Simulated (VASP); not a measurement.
**MgCd2S3: single point with r2SCAN**

Crystal: MgCd2S3.

```
Mg Cd S
1.0
     4.14860    0.00000    0.00000
    -2.07430    3.59279    0.00000
     0.00000    0.00000   20.16663
Mg Cd S
2 4 6
Direct
  0.00000 0.00000 0.50220
  0.00000 0.00000 0.83133
  0.66667 0.33333 0.99755
  0.66667 0.33333 0.33950
  0.66667 0.33333 0.66871
  0.00000 0.00000 0.16831
  0.66667 0.33333 0.12495
  0.66667 0.33333 0.46688
  0.66667 0.33333 0.79600
  0.00000 0.00000 0.29578
  0.00000 0.00000 0.62483
  0.00000 0.00000 0.95396
```

```json
{"Program": "VASP 6.6.1", "Task": "single point", "Functional": "r2SCAN", "Potentials or basis": "VASP PAW PBE potentials, release 64 (Mg, Cd, S)", "Cutoff": "520 eV", "k mesh": "6 × 6 × 2", "Occupations": "gaussian, width 0.02 eV", "Spin": "no spin polarisation"}
```

The pressure is -1.2 GPa. The largest force is 0.040 eV/Å and the band gap on the k mesh is 2.00 eV, direct.

Forces in eV/Å, atoms in the order of the input:
```
Mg   0.000  0.000  0.035
Mg   0.000  0.000  0.028
Cd   0.000  0.000  0.006
Cd   0.000  0.000 -0.009
Cd   0.000  0.000 -0.005
Cd   0.000  0.000 -0.002
S    0.000  0.000  0.003
S    0.000  0.000  0.012
S    0.000  0.000  0.013
S    0.000  0.000 -0.003
S    0.000  0.000 -0.040
S    0.000  0.000 -0.038
```

Levels at points of the mesh, in eV from the valence-band top:
| k point | band 42 | band 43 | band 44 | band 45 | band 46 | band 47 |
| --- | --- | --- | --- | --- | --- | --- |
| (0.00, 0.00, 0.00) | -0.21 | 0.00 | 0.00 | 2.00 | 3.03 | 3.13 |
| (0.50, 0.00, 0.00) | -1.01 | -1.01 | -0.74 | 3.66 | 3.87 | 4.23 |
| (0.00, 0.00, 0.50) | -0.20 | 0.00 | 0.00 | 2.24 | 2.57 | 3.39 |
| (0.50, 0.00, 0.50) | -1.13 | -0.91 | -0.76 | 3.84 | 3.86 | 4.10 |

Run time: 31 min on 1 thread of Intel(R) Xeon(R) Platinum 8124M CPU @ 3.00GHz (Skylake/Cascade Lake), with other jobs on the host, peak memory 0.53 GiB.

Caveat: the PAW data sets were made with another functional, which shifts forces and pressure a little. A k mesh can miss the band edges.
